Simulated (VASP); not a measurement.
# Se (R-3m) in VASP: further runs

Se is run at these levels: LDA; tasks: relaxation of cell and atoms.

All numbers are computed with VASP 6.6.1; they aren't measurements. Logs are shortened: lines on timing, memory, paths and dates and some standing lists are left out, and cuts for length are marked.

## Step 1: The cell of the first run

It takes space group R-3m (No. 166, trigonal). The conventional cell has a = 2.908 Å, b = 2.908 Å, c = 5.539 Å, α = 90.00°, β = 90.00°, γ = 120.00°. Se (site symmetry -3m) has 12 Se at 2.50 to 2.91 Å within 3.3 Å.

## Step 2: Relaxation of cell and atoms, LDA, target pressure 72 GPa, at which the enthalpy is minimised

Contents of INCAR:

```
PREC = Accurate ; ENCUT = 600
EDIFF = 1E-6 ; ISMEAR = -1
SIGMA = 0.05 ; LREAL = False
LASPH = True ; NELM = 80
ALGO = Normal ; ISIF = 3
LWAVE = False ; LCHARG = False
IBRION = 2 ; NSW = 32
EDIFFG = -0.005 ; PSTRESS = 720.0
```

Contents of KPOINTS:

```
regular mesh
0
Gamma
  13 13 13
```

Contents of POSCAR:

```
Se
1.0
    1.4541021120     -0.8395262458      3.6927069318
    0.0000000000      1.6790524916      3.6927069318
   -1.4541021120     -0.8395262458      3.6927069318
Se
2
Direct
    0.2500000670      0.2500000670      0.2500000670
   -0.2500000670     -0.2500000670     -0.2500000670
```

Potentials or basis: VASP PAW LDA potentials, release 64 (Se).

On the command line:

```
$ cat potpaw_LDA.64/Se/POTCAR > POTCAR
$ mpirun -np 1 vasp_std > vasp.out
```

OUTCAR:

```text
PREC = Accurate
   ENCUT = 600
   EDIFF = 1E-6
   ISMEAR = -1
   LREAL = False
   LASPH = True
   NELM = 80
   ISIF = 3
   IBRION = 2
   NSW = 32
   EDIFFG = -0.005
   PSTRESS = 720.0

 ion  position               nearest neighbor table
   1  0.250  0.250  0.250-   2 2.50   2 2.50   2 2.50   2 2.50   2 2.50   2 2.50
   2  0.750  0.750  0.750-   1 2.50   1 2.50   1 2.50   1 2.50   1 2.50   1 2.50

  LATTYP: Found a trigonal (rhomboedric) cell.
 ALAT       =     4.0565134973
 COS(alpha) =     0.7430113426

  Lattice vectors:

 A1 = (   1.4541021120,  -0.8395262458,   3.6927069318)
 A2 = (   0.0000000000,   1.6790524916,   3.6927069318)
 A3 = (  -1.4541021120,  -0.8395262458,   3.6927069318)

Analysis of symmetry for initial positions (statically):
=====================================================================
 Subroutine PRICEL returns following result:

  LATTYP: Found a trigonal (rhomboedric) cell.
 ALAT       =     2.4956449812
 COS(alpha) =     0.3210237568

  Lattice vectors:

 A1 = (   1.4541021120,   0.8395262458,   1.8463549504)
 A2 = (  -1.4541021120,   0.8395262458,   1.8463519814)
 A3 = (   0.0000000000,  -1.6790524916,   1.8463549504)

   2 primitive cells build up your supercell.

 Routine SETGRP: Setting up the symmetry group for a
 trigonal (rhombohedral) supercell.

 Subroutine GETGRP returns: Found 12 space group operations
 (whereof 12 operations were pure point group operations)
 out of a pool of 12 trial point group operations.

The static configuration has the point symmetry D_3d.

Analysis of symmetry for dynamics (positions and initial velocities):
=====================================================================
 Subroutine PRICEL returns following result:

  LATTYP: Found a trigonal (rhomboedric) cell.
 ALAT       =     2.4956449812
 COS(alpha) =     0.3210237568

  Lattice vectors:

 A1 = (   1.4541021120,   0.8395262458,   1.8463549504)
 A2 = (  -1.4541021120,   0.8395262458,   1.8463519814)
 A3 = (   0.0000000000,  -1.6790524916,   1.8463549504)

   2 primitive cells build up your supercell.

 Routine SETGRP: Setting up the symmetry group for a
 trigonal (rhombohedral) supercell.

 Subroutine GETGRP returns: Found 12 space group operations
 (whereof 12 operations were pure point group operations)
 out of a pool of 12 trial point group operations.

The dynamic configuration has the point symmetry D_3d.

 Subroutine INISYM returns: Found 12 space group operations
 (whereof 12 operations are pure point group operations),
 and found     2 'primitive' translations

----------------------------------------------------------------------------------------

                                     Primitive cell

  volume of cell :      13.5237

  direct lattice vectors                    reciprocal lattice vectors
     1.454102112  0.839526246  1.846354950     0.343854622  0.198524771  0.180535986
    -1.454102112  0.839526246  1.846351981    -0.343854991  0.198524771  0.180535986
     0.000000000 -1.679052492  1.846354950    -0.000000184 -0.397049223  0.180535986

  length of vectors
     2.495644981  2.495642785  2.495644981     0.436166629  0.436166920  0.436166629

  position of ions in fractional coordinates (direct lattice)
     0.500000000  0.500000000  0.500000000

  ion indices of the primitive-cell ions
   primitive index   ion index
                 1           1

----------------------------------------------------------------------------------------

 KPOINTS: regular mesh

Automatic generation of k-mesh.
 Grid dimensions read from file:
 generate k-points for:   13   13   13

 Generating k-lattice:

  Cartesian coordinates                     Fractional coordinates (reciprocal lattice)
     0.026450370 -0.015271128  0.006943694     0.076923077  0.000000000  0.000000000
     0.000000000  0.030542256  0.006943694     0.000000000  0.076923077  0.000000000
    -0.026450370 -0.015271128  0.006943694     0.000000000  0.000000000  0.076923077

  Length of vectors
     0.031321627  0.031321627  0.031321627

  Shift w.r.t. Gamma in fractional coordinates (k-lattice)
     0.000000000  0.000000000  0.000000000

 Subroutine IBZKPT returns following result:
 ===========================================

 Found    231 irreducible k-points:

 Following reciprocal coordinates:
            Coordinates               Weight
  0.000000  0.000000  0.000000      1.000000
  0.076923  0.000000  0.000000      6.000000
  0.153846  0.000000  0.000000      6.000000
  0.230769  0.000000  0.000000      6.000000
  0.307692  0.000000  0.000000      6.000000
  0.384615  0.000000 -0.000000      6.000000
[... 16 lines left out ...]
  0.384615  0.153846 -0.000000     12.000000
  0.461538  0.153846  0.000000     12.000000
 [... further k-points ...]
   k-points           NKPTS =    231   k-points in BZ     NKDIM =    231   number of bands    NBANDS=     10
   number of dos      NEDOS =    301   number of ions     NIONS =      2
   total plane-waves  NPLWV =  32768
   dimension x,y,z NGX =    32 NGY =   32 NGZ =   32
   dimension x,y,z NGXF=    64 NGYF=   64 NGZF=   64
   ions per type =               2
   NGX,Y,Z   is equivalent  to a cutoff of  13.11, 13.11, 13.11 a.u.
   NGXF,Y,Z  is equivalent  to a cutoff of  26.23, 26.23, 26.23 a.u.
 SYSTEM =  unknown system
   PREC   = accura    normal or accurate (medium, high low for compatibility)
   ISTART =      0    job   : 0-new  1-cont  2-samecut
   ICHARG =      2    charge: 1-file 2-atom 10-const
   ISPIN  =      1    spin polarized calculation?
   LNONCOLLINEAR =      F non collinear calculations
   LSORBIT =      F    spin-orbit coupling
   LASPH  =      T    aspherical Exc in radial PAW
   ENCUT  =  600.0 eV  44.10 Ry    6.64 a.u.   8.10  8.10  8.10*2*pi/ulx,y,z
   NELM   =     80;   NELMIN=  2; NELMDL= -5     # of ELM steps
   EDIFF  = 0.1E-05   stopping-criterion for ELM
   LREAL  =      F    real-space projection
   EDIFFG = -.5E-02   stopping-criterion for IOM
   NSW    =     32    number of steps for IOM
   IBRION =      2    ionic relax: 0-MD 1-quasi-New 2-CG
   NFREE  =      1    steps in history (QN), initial steepest desc. (CG)
   ISIF   =      3    stress and relaxation
   ISYM   =      2    0-nonsym 1-usesym 2-fastsym
   POTIM  = 0.5000    time-step for ionic-motion
   TEBEG  =    0.0;   TEEND  =   0.0 temperature during run
   PSTRESS=  720.0 pullay stress
   NELECT =      12.0000    total number of electrons
   NUPDOWN=      -1.0000    fix difference up-down
   EMIN   =  10.00;   EMAX   =-10.00  energy-range for DOS
   EFERMI =   0.00;   METHOD = LEGACY
   ISMEAR =    -1;   SIGMA  =   0.05  broadening in eV -4-tet -1-fermi 0-gaus
   EFERMI_NEDOS =   21; number of points for ismear=-14 and -15
   IALGO  =     38    algorithm
   IMIX   =      4    mixing-type and parameters
     AMIX     =   0.40;   BMIX     =  1.00
     AMIX_MAG =   1.60;   BMIX_MAG =  1.00
  volume/ion in A,a.u.               =      13.52        91.26
  Fermi-wavevector in a.u.,A,eV,Ry     =   1.248610  2.359531 21.211850  1.559027
  Thomas-Fermi vector in A             =   2.382689
   LORBIT       =      0    0 simple, 1 ext, 2 COOP (PROOUT), +10 PAW based schemes
   GGA     = CA    functional components
   LHFCALC =     F    Hartree Fock is set to
   AEXX    =    0.0000 exact exchange contribution
   IVDW    =     0    specifies the selected vdW correction
   LEPSILON=     F    determine dielectric tensor
   LRPA    =     F    only Hartree local field effects (RPA)
 conjugate gradient relaxation of ions
 non-spin polarized calculation
  energy-cutoff  :      600.00
  volume of cell :       27.05
 maximum number of plane-waves:       917
   NGX = 17   NGY = 17   NGZ = 17

--------------------------------------- Ionic step        1  -------------------------------------------

 number of electron      12.0000000 magnetization

 Free energy of the ion-electron system (eV)
  ---------------------------------------------------
  ext. energy  EPLUGINS =         0.00000000
  ---------------------------------------------------
  free energy    TOTEN  =        -5.63772232 eV

  energy without entropy =       -5.63136854  energy(sigma->0) =       -5.63454543

------------------------ aborting loop because EDIFF is reached ----------------------------------------

  FORCE on cell =-STRESS in cart. coord.  units (eV):
  Direction    XX          YY          ZZ          XY          YZ          ZX
  --------------------------------------------------------------------------------------
  -------------------------------------------------------------------------------------
  Total       12.3362871     12.3362871     12.4461004      0.0000000      0.0000000      0.0000000
  in kB      730.7515985    730.7515985    737.2564975      0.0000000      0.0000000      0.0000000
  external PRESSURE =      12.9198981 kB  Pullay stress =     720.0000000 kB
[... 175 lines left out ...]
  enthalpy is  TOTEN    =         6.5166404046 eV   P V=       12.1957777751

--------------------------------------- Ionic step        6  -------------------------------------------

 number of electron      12.0000000 magnetization

 Free energy of the ion-electron system (eV)
  ---------------------------------------------------
  ext. energy  EPLUGINS =         0.00000000
  ---------------------------------------------------
  free energy    TOTEN  =        -5.67769010 eV

  energy without entropy =       -5.67129756  energy(sigma->0) =       -5.67449383

 E-fermi :  11.7420     XC(G=0): -12.5916

 val. band max:       11.7256977613   @ k =   0.2308   0.1538   0.1538
 cond. band min:      11.7586212625   @ k =   0.4615   0.2308   0.1538
 fundamental gap:      0.0329235012
 Fermi energy:        11.7419990018

 k-point     1 :       0.0000    0.0000    0.0000
  band No.  band energies     occupation
      1      -9.2492      2.00000
      2       0.7087      2.00000
      3       1.9738      2.00000
      4      11.2688      1.99984
      5      11.2688      1.99984
      6      15.4383      0.00000
      7      15.4383      0.00000
      8      17.7432      0.00000
      9      18.0774      0.00000
     10      20.1300      0.00000
[... 287 lines left out ...]
 k-point    24 :       0.4615    0.1538    0.0000
  band No.  band energies     occupation
      1      -5.2549      2.00000
      2      -1.6141      2.00000
      3       3.4146      2.00000
      4       6.3462      2.00000
      5       6.8412      2.00000
      6       8.9304      2.00000
      7      10.9810      2.00000
      8      12.9449      0.00000
      9      19.9171      0.00000
     10      20.1409      0.00000

 [... further k-points ...]

------------------------ aborting loop because EDIFF is reached ----------------------------------------

  FORCE on cell =-STRESS in cart. coord.  units (eV):
  Direction    XX          YY          ZZ          XY          YZ          ZX
  --------------------------------------------------------------------------------------
  -------------------------------------------------------------------------------------
  Total       12.1962413     12.1962413     12.1989259     -0.0000000      0.0000000      0.0000000
  in kB      720.1129723    720.1129723    720.2714808     -0.0000000      0.0000000      0.0000000
  external PRESSURE =       0.1658085 kB  Pullay stress =     720.0000000 kB
[... 17 lines left out ...]
  FREE ENERGIE OF THE ION-ELECTRON SYSTEM (eV)
  ---------------------------------------------------
  free  energy   TOTEN  =        -5.6776900987 eV

  energy  without entropy=       -5.6712975572  energy(sigma->0) =       -5.67449383

  enthalpy is  TOTEN    =         6.5166378782 eV   P V=       12.1943279769

 reached required accuracy - stopping structural energy minimisation
```

Wall time 4.6 min (1 thread of Oxide Virtual Turin-like, shared host); peak memory 0.17 GiB.

Results:

```
Free energy                                                : -5.6777 eV
Relaxed volume                                             : 13.57 Å³/atom
Relaxed cell                                               : a = 4.064 Å, b = 4.064 Å, c = 4.064 Å, α = 41.95°, β = 41.95°, γ = 41.95°
Space group after relaxing (to 0.1 Å)                      : R-3m (No. 166)
Energy change on relaxing (the run minimises the enthalpy) : -20.0 meV/atom
Ionic steps                                                : 6
Pressure after relaxing                                    : 72.0 GPa
Band gap on the k mesh                                     : zero (bands 6 and 7 overlap by 8.12 eV)
```

Step by step:
```tsv
step	energy change (eV)	largest force (eV/Å)	pressure (GPa)	volume (Å³)
1	0.0000	0.0000	73.29	27.05
2	-0.1885	0.0000	67.62	27.48
3	-0.0441	0.0000	71.97	27.14
4	-0.0432	0.0000	71.99	27.14
5	-0.0414	0.0000	72.01	27.14
6	-0.0400	0.0000	72.02	27.14
```

Final structure:
```
Se
1.0
     1.45486   -0.83996    3.70086
     0.00000    1.67993    3.70086
    -1.45486   -0.83996    3.70086
Se
2
Direct
  0.25000 0.25000 0.25000
  0.75000 0.75000 0.75000
```

Levels at points of the mesh, in eV from the Fermi level:
| k point | band 2 | band 3 | band 4 | band 5 | band 6 | band 7 | band 8 | band 9 | band 10 |
| --- | --- | --- | --- | --- | --- | --- | --- | --- | --- |
| (0.00, 0.00, 0.00) | -11.03 | -9.77 | -0.47 | -0.47 | 3.70 | 3.70 | 6.00 | 6.34 | 8.39 |

Caveat: the cell is relaxed towards a set pressure, so the run minimises the enthalpy, not the energy.

## Step 3: Relaxation of cell and atoms, LDA, target pressure 72 GPa, at which the enthalpy is minimised

This run uses another cell than the first one, of 13.83 Å³/atom.

Contents of INCAR:

```
  PREC = Accurate
  ENCUT = 600
  EDIFF = 1E-7
  ISMEAR = -1
  SIGMA = 0.05
  LREAL = F
  LASPH = T
  NELM = 80
  ALGO = Normal
  ISIF = 3
  LWAVE = F
  LCHARG = F
  GGA = CA
  IBRION = 2
  NSW = 60
  EDIFFG = -0.005
  PSTRESS = 720.0
```

KPOINTS is that of step 2.

Contents of POSCAR:

```
Se
1.0
    1.6534271263     -0.9546065964      2.9210545897
    0.0000000000      1.9092131929      2.9210545897
   -1.6534271263     -0.9546065964      2.9210545897
Se
2
Direct
    0.2320000000      0.2320000000      0.2320000000
   -0.2320000000     -0.2320000000     -0.2320000000
```

Potentials or basis: VASP PAW LDA potentials, release 64 (Se).

On the command line:

```
$ cat potpaw_LDA.64/Se/POTCAR > POTCAR
$ mpirun -np 1 vasp_std > vasp.out
```

Run time: 30 min. Hardware: 1 thread of Oxide Virtual Turin-like, shared host; peak memory 0.18 GiB.

Results (log left out):

```
Free energy                                                : -5.2973 eV
Relaxed volume                                             : 13.14 Å³/atom
Relaxed cell                                               : a = 4.587 Å, b = 4.587 Å, c = 4.587 Å, α = 33.57°, β = 33.57°, γ = 33.57°
Space group after relaxing (to 0.1 Å)                      : Fm-3m (No. 225)
Energy change on relaxing (the run minimises the enthalpy) : -596.4 meV/atom
Ionic steps                                                : 35
Pressure after relaxing                                    : 72.0 GPa
Largest force after relaxing                               : 0.004 eV/Å
Band gap on the k mesh                                     : zero (bands 6 and 7 overlap by 10.05 eV)
```

Forces on the atoms (eV/Å):
```
Se   0.000  0.000  0.004
Se   0.000  0.000 -0.004
```

Step by step:
| step | energy change (eV) | largest force (eV/Å) | pressure (GPa) | volume (Å³) |
| --- | --- | --- | --- | --- |
| 1 | 0.0000 | 6.4248 | 96.13 | 27.66 |
| 2 | -3.2284 | 3.2413 | 23.13 | 36.83 |
| 3 | -2.5508 | 1.2018 | 54.56 | 30.95 |
| 4 | -2.4717 | 1.4741 | 56.37 | 30.77 |
| 5 | -0.1913 | 3.5675 | 107.13 | 26.51 |
| 6 | -1.9046 | 0.0469 | 71.35 | 29.20 |
| 7 | -1.8800 | 0.0168 | 71.93 | 29.15 |
| 8 | -1.8713 | 0.0516 | 72.26 | 29.07 |
| 9 | -1.8584 | 0.1730 | 73.16 | 28.77 |
| 10 | -1.7699 | 0.4134 | 73.91 | 27.89 |
| 11 | -0.5745 | 0.4587 | 92.29 | 25.18 |
| 12 | -0.5875 | 0.4572 | 91.69 | 25.20 |
| 13 | -0.6233 | 0.4684 | 90.12 | 25.25 |
| 14 | -0.6848 | 0.4549 | 87.53 | 25.35 |
| 15 | -0.7938 | 0.5812 | 83.70 | 25.51 |
| 16 | -0.8337 | 0.6381 | 82.50 | 25.70 |
| 17 | -0.8530 | 0.6180 | 82.04 | 25.63 |
| 18 | -0.8406 | 0.6235 | 82.49 | 25.58 |
| 19 | -0.8432 | 0.6221 | 82.40 | 25.59 |
| 20 | -0.8859 | 0.5887 | 81.16 | 25.66 |
| 21 | -0.9444 | 0.5314 | 79.39 | 25.78 |
| 22 | -0.9575 | 0.5148 | 78.98 | 25.81 |
| 23 | -1.0028 | 0.4832 | 77.65 | 25.90 |
| 24 | -1.1328 | 0.3865 | 73.78 | 26.16 |
| 25 | -1.3682 | 0.2061 | 66.65 | 26.70 |
| 26 | -1.2342 | 0.3068 | 70.72 | 26.38 |
| 27 | -1.2256 | 0.3134 | 70.98 | 26.36 |
| 28 | -1.2191 | 0.2708 | 71.19 | 26.35 |
| 29 | -1.1985 | 0.1415 | 71.84 | 26.30 |
| 30 | -1.1528 | 0.1232 | 73.23 | 26.20 |
| 31 | -1.1787 | 0.0232 | 72.44 | 26.25 |
| 32 | -1.1906 | 0.0097 | 72.09 | 26.28 |
| 33 | -1.1995 | 0.0005 | 71.81 | 26.30 |
| 34 | -1.1953 | 0.0028 | 71.94 | 26.29 |
| 35 | -1.1927 | 0.0042 | 72.02 | 26.28 |

Final structure:
```yaml
crystal:
  lattice:
    - [1.32457, -0.76474, 4.32444]
    - [0.00000, 1.52948, 4.32444]
    - [-1.32457, -0.76474, 4.32444]
  atoms:
    - { symbol: Se, position: [0.24999, 0.24999, 0.24999] }
    - { symbol: Se, position: [0.75001, 0.75001, 0.75001] }
```

Levels at points of the mesh, in eV from the Fermi level:
```
           k point  band 2  band 3  band 4  band 5  band 6  band 7  band 8  band 9  band 10
(0.00, 0.00, 0.00)  -14.79  -11.04    3.51    3.51    5.93    5.93    5.94   10.90    11.64
```

Caveat: the cell is relaxed towards a set pressure, so the run minimises the enthalpy, not the energy; a cell axis changed by over 15 % at a fixed basis, so the end point is rough.

The gap in the log of VASP goes by the Fermi energy; the results here count the filled bands.